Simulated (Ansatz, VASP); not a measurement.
## ReP in VASP and in Ansatz

```
Re P
1.0
     0.00000    2.42476    2.42476
     2.42476    0.00000    2.42476
     2.42476    2.42476    0.00000
Re P
1 1
Direct
  0.50000 0.50000 0.50000
  0.00000 0.00000 0.00000
```

Alike in both runs: task single point; functional PBE; k mesh 12 × 12 × 12; occupations gaussian, width 0.05 eV; no spin polarisation.

|  | VASP | Ansatz |
| --- | --- | --- |
| version | VASP 6.6.1 | Ansatz 0.2.0 |
| potentials or method | VASP PAW PBE potentials, release 64 (Re, P), cutoff 520 eV | scalar-relativistic, plane waves, PAW |
| valence electrons in the cell | 12 | 20 |

```tsv
	VASP	Ansatz	Ansatz less VASP
gap on the k mesh at the Fermi level (eV)	none	none	-
pressure (GPa)	10.9	9.7	-1.20
```

A gap of «none» marks a metal or a gap that the smearing closes. The functional is the same, so the differences come from potentials, cutoffs and numerics. VASP's potentials hold 12 valence electrons a cell and Ansatz's 20, so a difference there can come from the potentials and not from the codes.

Neither program's run includes spin-orbit coupling.
